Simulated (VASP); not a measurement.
# Ti (P6_3/mmc) in VASP: a series of runs

Ti is run at these levels: LDA, HSE06, PBEsol+D3(BJ); tasks: relaxation of cell and atoms, single point.

Program: VASP 6.6.1. These are calculated values, not measurements. Logs are shortened: lines on timing, memory, paths and dates and some standing lists are left out, and cuts for length are marked.

### 1 The cell of the first run

The structure is hexagonal, space group P6_3/mmc (No. 194). The conventional cell has a = 2.950 Å, b = 2.950 Å, c = 4.680 Å, α = 90.00°, β = 90.00°, γ = 120.00°. Within 3.8 Å of Ti (site symmetry -6m2) lie 12 Ti at 2.89 to 2.95 Å.

### 2 Relaxation of cell and atoms, LDA, collinear spin

INCAR reads:

```
SYSTEM = Ti
PREC     = Accurate       ! precision mode
ENCUT    = 600            ! plane-wave cutoff, eV
EDIFF    = 1E-6           ! SCF threshold, eV
ISMEAR   = -1             ! smearing method
SIGMA    = 0.025          ! smearing width, eV
LREAL    = .FALSE.        ! projectors in reciprocal space
LASPH    = .TRUE.         ! aspherical terms in the spheres
NELM     = 150            ! most SCF steps
ALGO     = Normal         ! electronic algorithm
ISIF     = 3              ! what is computed and relaxed
LWAVE    = .FALSE.        ! write WAVECAR
LCHARG   = .FALSE.        ! write CHGCAR
ISPIN    = 2              ! spin polarisation
MAGMOM   = 1 -0.5         ! initial moments
LORBIT   = 11             ! projections on sites
LMAXMIX  = 4              ! l up to which the mixer works
GGA      = CA             ! functional
IBRION   = 2              ! ionic algorithm
NSW      = 60             ! ionic steps
EDIFFG   = -0.01          ! ionic threshold
```

KPOINTS reads:

```
regular mesh
0
G
  10 10 6
  0 0 0
```

POSCAR reads:

```
Ti
1.0
    2.9500000000      0.0000000000      0.0000000000
   -1.4750000000      2.5547749412      0.0000000000
    0.0000000000      0.0000000000      4.6800000000
Ti
2
Direct
    0.6666666667      0.3333333333      0.7500000000
    0.3333333333      0.6666666667      0.2500000000
```

Potentials or basis: VASP PAW LDA potentials, release 64 (Ti_sv).

Run with:

```bash
$ cat potpaw_LDA.64/Ti_sv/POTCAR > POTCAR
$ mpirun -np 1 vasp_std > vasp.out
```

OUTCAR:

```text
SYSTEM = Ti
   PREC = Accurate
   ENCUT = 600
   EDIFF = 1E-6
   ISMEAR = -1
   LREAL = .FALSE.
   LASPH = .TRUE.
   NELM = 150
   ISIF = 3
   ISPIN = 2
   LORBIT = 11
   GGA = CA
   IBRION = 2
   NSW = 60
   EDIFFG = -0.01

 ion  position               nearest neighbor table
   1  0.667  0.333  0.750-   2 2.89   2 2.89   2 2.89   2 2.89   2 2.89   2 2.89
   2  0.333  0.667  0.250-   1 2.89   1 2.89   1 2.89   1 2.89   1 2.89   1 2.89

  LATTYP: Found a hexagonal cell.
 ALAT       =     2.9500000000
 C/A-ratio  =     1.5864406780

  Lattice vectors:

 A1 = (   2.9500000000,   0.0000000000,   0.0000000000)
 A2 = (  -1.4750000000,   2.5547749412,   0.0000000000)
 A3 = (   0.0000000000,   0.0000000000,   4.6800000000)

Analysis of symmetry for initial positions (statically):
=====================================================================
 Subroutine PRICEL returns:
 Original cell was already a primitive cell.

 Routine SETGRP: Setting up the symmetry group for a
 hexagonal supercell.

 Subroutine GETGRP returns: Found 24 space group operations
 (whereof 12 operations were pure point group operations)
 out of a pool of 24 trial point group operations.

The static configuration has the point symmetry D_3d.
 The point group associated with its full space group is D_6h.

Analysis of symmetry for dynamics (positions and initial velocities):
=====================================================================
 Subroutine PRICEL returns:
 Original cell was already a primitive cell.

 Routine SETGRP: Setting up the symmetry group for a
 hexagonal supercell.

 Subroutine GETGRP returns: Found 24 space group operations
 (whereof 12 operations were pure point group operations)
 out of a pool of 24 trial point group operations.

The dynamic configuration has the point symmetry D_3d.
 The point group associated with its full space group is D_6h.

Analysis of structural, dynamic, and magnetic symmetry:
=====================================================================
 Subroutine PRICEL returns:
 Original cell was already a primitive cell.

 Routine SETGRP: Setting up the symmetry group for a
 hexagonal supercell.

 Subroutine GETGRP returns: Found 12 space group operations
 (whereof  6 operations were pure point group operations)
 out of a pool of 24 trial point group operations.

The overall configuration has the point symmetry C_3v.
 The point group associated with its full space group is D_3h.

 Subroutine INISYM returns: Found 12 space group operations
 (whereof  6 operations are pure point group operations),
 and found     1 'primitive' translations

----------------------------------------------------------------------------------------

                                     Primitive cell

  volume of cell :      35.2712

  direct lattice vectors                    reciprocal lattice vectors
     2.950000000  0.000000000  0.000000000     0.338983051  0.195711956  0.000000000
    -1.475000000  2.554774941  0.000000000     0.000000000  0.391423911  0.000000000
     0.000000000  0.000000000  4.680000000     0.000000000  0.000000000  0.213675214

  length of vectors
     2.950000000  2.950000000  4.680000000     0.391423911  0.391423911  0.213675214

  position of ions in fractional coordinates (direct lattice)
     0.666666667  0.333333333  0.750000000
     0.333333333  0.666666667  0.250000000

  ion indices of the primitive-cell ions
   primitive index   ion index
                 1           1
                 2           2

----------------------------------------------------------------------------------------

 KPOINTS: regular mesh

Automatic generation of k-mesh.
 Grid dimensions read from file:
 generate k-points for:   10   10    6

 Generating k-lattice:

  Cartesian coordinates                     Fractional coordinates (reciprocal lattice)
     0.033898305  0.019571196  0.000000000     0.100000000 -0.000000000  0.000000000
     0.000000000  0.039142391  0.000000000     0.000000000  0.100000000  0.000000000
     0.000000000  0.000000000  0.035612536     0.000000000  0.000000000  0.166666667

  Length of vectors
     0.039142391  0.039142391  0.035612536

  Shift w.r.t. Gamma in fractional coordinates (k-lattice)
     0.000000000  0.000000000  0.000000000

 Subroutine IBZKPT returns following result:
 ===========================================

 Found     56 irreducible k-points:

 Following reciprocal coordinates:
            Coordinates               Weight
  0.000000  0.000000  0.000000      1.000000
  0.100000  0.000000  0.000000      6.000000
  0.200000  0.000000  0.000000      6.000000
  0.300000  0.000000  0.000000      6.000000
  0.400000  0.000000  0.000000      6.000000
  0.500000  0.000000  0.000000      3.000000
[... 16 lines left out ...]
  0.300000  0.100000  0.166667     24.000000
  0.400000  0.100000  0.166667     24.000000
 [... further k-points ...]
   k-points           NKPTS =     56   k-points in BZ     NKDIM =     56   number of bands    NBANDS=     16
   number of dos      NEDOS =    301   number of ions     NIONS =      2
   total plane-waves  NPLWV =  23040
   dimension x,y,z NGX =    24 NGY =   24 NGZ =   40
   dimension x,y,z NGXF=    48 NGYF=   48 NGZF=   80
   ions per type =               2
   NGX,Y,Z   is equivalent  to a cutoff of  13.53, 13.53, 14.21 a.u.
   NGXF,Y,Z  is equivalent  to a cutoff of  27.05, 27.05, 28.42 a.u.
 SYSTEM =  Ti
   PREC   = accura    normal or accurate (medium, high low for compatibility)
   ISTART =      0    job   : 0-new  1-cont  2-samecut
   ICHARG =      2    charge: 1-file 2-atom 10-const
   ISPIN  =      2    spin polarized calculation?
   LNONCOLLINEAR =      F non collinear calculations
   LSORBIT =      F    spin-orbit coupling
   LASPH  =      T    aspherical Exc in radial PAW
   ENCUT  =  600.0 eV  44.10 Ry    6.64 a.u.   5.89  5.89  9.35*2*pi/ulx,y,z
   NELM   =    150;   NELMIN=  2; NELMDL= -5     # of ELM steps
   EDIFF  = 0.1E-05   stopping-criterion for ELM
   LREAL  =      F    real-space projection
   EDIFFG = -.1E-01   stopping-criterion for IOM
   NSW    =     60    number of steps for IOM
   IBRION =      2    ionic relax: 0-MD 1-quasi-New 2-CG
   NFREE  =      1    steps in history (QN), initial steepest desc. (CG)
   ISIF   =      3    stress and relaxation
   ISYM   =      2    0-nonsym 1-usesym 2-fastsym
   POTIM  = 0.5000    time-step for ionic-motion
   TEBEG  =    0.0;   TEEND  =   0.0 temperature during run
   PSTRESS=    0.0 pullay stress
   NELECT =      24.0000    total number of electrons
   NUPDOWN=      -1.0000    fix difference up-down
   EMIN   =  10.00;   EMAX   =-10.00  energy-range for DOS
   EFERMI =   0.00;   METHOD = LEGACY
   ISMEAR =    -1;   SIGMA  =   0.03  broadening in eV -4-tet -1-fermi 0-gaus
   EFERMI_NEDOS =   21; number of points for ismear=-14 and -15
   IALGO  =     38    algorithm
   IMIX   =      4    mixing-type and parameters
     AMIX     =   0.40;   BMIX     =  1.00
     AMIX_MAG =   1.60;   BMIX_MAG =  1.00
  volume/ion in A,a.u.               =      17.64       119.01
  Fermi-wavevector in a.u.,A,eV,Ry     =   1.439920  2.721055 28.209912  2.073370
  Thomas-Fermi vector in A             =   2.558722
   LORBIT       =     11    0 simple, 1 ext, 2 COOP (PROOUT), +10 PAW based schemes
   GGA     = CA    functional components
   LHFCALC =     F    Hartree Fock is set to
   AEXX    =    0.0000 exact exchange contribution
   IVDW    =     0    specifies the selected vdW correction
   LEPSILON=     F    determine dielectric tensor
   LRPA    =     F    only Hartree local field effects (RPA)
 conjugate gradient relaxation of ions
 spin polarized calculation
  energy-cutoff  :      600.00
  volume of cell :       35.27
 maximum number of plane-waves:      1194
 NGX is ok and might be reduce to    24
   NGX = 11   NGY = 11   NGZ = 19

--------------------------------------- Ionic step        1  -------------------------------------------

 number of electron      23.9999997 magnetization      -0.0015407

 number of electron      23.9999997 magnetization       0.0002957

 Free energy of the ion-electron system (eV)
  ---------------------------------------------------
  ext. energy  EPLUGINS =         0.00000000
  ---------------------------------------------------
  free energy    TOTEN  =       -16.99565196 eV

  energy without entropy =      -16.98938363  energy(sigma->0) =      -16.99251779

------------------------ aborting loop because EDIFF is reached ----------------------------------------

  FORCE on cell =-STRESS in cart. coord.  units (eV):
  Direction    XX          YY          ZZ          XY          YZ          ZX
  --------------------------------------------------------------------------------------
  -------------------------------------------------------------------------------------
  Total       -2.1170483     -2.1170483     -2.3122991      0.0000000      0.0000000      0.0000000
  in kB      -96.1658425    -96.1658425   -105.0350065      0.0000000      0.0000000      0.0000000
  external PRESSURE =     -99.1222305 kB  Pullay stress =       0.0000000 kB
[... 93 lines left out ...]
  FREE ENERGIE OF THE ION-ELECTRON SYSTEM (eV)
  ---------------------------------------------------
  free  energy   TOTEN  =       -17.1005118781 eV

  energy  without entropy=      -17.0950137355  energy(sigma->0) =      -17.09776281

[... ionic steps 4 to 7 ...]

--------------------------------------- Ionic step        8  -------------------------------------------

 number of electron      24.0000007 magnetization       0.0000033

 number of electron      24.0000007 magnetization      -0.0000028
[... 73 lines left out ...]
 number of electron      24.0000007 magnetization       0.0000020

 number of electron      24.0000007 magnetization      -0.0000030

 Free energy of the ion-electron system (eV)
  ---------------------------------------------------
  ext. energy  EPLUGINS =         0.00000000
  ---------------------------------------------------
  free energy    TOTEN  =       -17.10069055 eV

  energy without entropy =      -17.09529870  energy(sigma->0) =      -17.09799463

 E-fermi :   8.9468     XC(G=0): -12.1637

 val. band max:        8.8448765288   @ k =   0.1000   0.1000   0.1667
 cond. band min:       8.9491364105   @ k =   0.3000   0.2000   0.5000
 fundamental gap:      0.1042598817
 Fermi energy:         8.9468337449

 spin component 1

 k-point     1 :       0.0000    0.0000    0.0000
  band No.  band energies     occupation
      1     -47.0977      1.00000
      2     -46.8957      1.00000
      3     -24.1874      1.00000
      4     -23.3398      1.00000
      5     -23.3398      1.00000
      6     -23.2387      1.00000
[... 435 lines left out ...]
      5     -23.6921      1.00000
      6     -23.5332      1.00000
[... 8 lines left out ...]
     15      10.2223      0.00000
     16      12.2825      0.00000

 [... further k-points ...]

 spin component 2

 k-point     1 :       0.0000    0.0000    0.0000
  band No.  band energies     occupation
      1     -47.0977      1.00000
      2     -46.8957      1.00000
      3     -24.1874      1.00000
      4     -23.3398      1.00000
      5     -23.3398      1.00000
      6     -23.2387      1.00000
[... 476 lines left out ...]
  FREE ENERGIE OF THE ION-ELECTRON SYSTEM (eV)
  ---------------------------------------------------
  free  energy   TOTEN  =       -17.1006905540 eV

  energy  without entropy=      -17.0952987021  energy(sigma->0) =      -17.09799463

 reached required accuracy - stopping structural energy minimisation

 total charge

# of ion       s       p       d       tot
------------------------------------------
    1        2.270   6.132   1.974  10.376
    2        2.270   6.132   1.974  10.376
--------------------------------------------------
tot          4.539  12.263   3.949  20.751

 magnetization (x)

# of ion       s       p       d       tot
------------------------------------------
    1       -0.000  -0.000   0.000   0.000
    2       -0.000  -0.000   0.000   0.000
--------------------------------------------------
tot         -0.000  -0.000   0.000   0.000
```

It took 3.2 min on 1 thread of Intel Xeon Platinum 8488C (Sapphire Rapids), shared host; peak memory 0.19 GiB.

Results:

| Quantity | Value |
| --- | --- |
| Free energy | -17.1007 eV |
| Relaxed volume | 16.06 Å³/atom |
| Relaxed cell | a = 2.866 Å, b = 2.866 Å, c = 4.514 Å, α = 90.00°, β = 90.00°, γ = 120.00° |
| Space group after relaxing (to 0.1 Å) | P6_3/mmc (No. 194) |
| Energy gained by relaxing | 52.5 meV/atom |
| Ionic steps | 10 |
| Pressure after relaxing | 0.0 GPa |
| Band gap on the k mesh | zero (filled and empty bands overlap) |
| Net moment | 0.00 μB per cell |
| Valence electrons inside the program's atomic spheres | Ti 10.38 |

Step by step:
```
step  energy change (eV)  largest force (eV/Å)  pressure (GPa)  volume (Å³)
   1              0.0000                0.0000           -9.91        35.27
   2             -0.0440                0.0000            9.65        29.99
   3             -0.1049                0.0000           -0.09        32.14
   4             -0.1048                0.0000            0.11        32.08
   5             -0.1050                0.0000            0.17        32.08
   6             -0.1050                0.0000            0.19        32.08
   7             -0.1050                0.0000            0.17        32.08
   8             -0.1050                0.0000            0.17        32.08
   9             -0.1050                0.0000           -0.10        32.16
  10             -0.1050                0.0000           -0.02        32.12
```

Final structure:
```xyz
2
Lattice="2.8663 0.0000 0.0000 -1.4332 2.4823 0.0000 0.0000 0.0000 4.5144" Properties=species:S:1:pos:R:3 pbc="T T T"
Ti    1.4332    0.8274    3.3858
Ti    0.0000    1.6549    1.1286
```

(Continued in part 2 of 2.)

The gap in the log of VASP goes by the Fermi energy; the results here count the filled bands.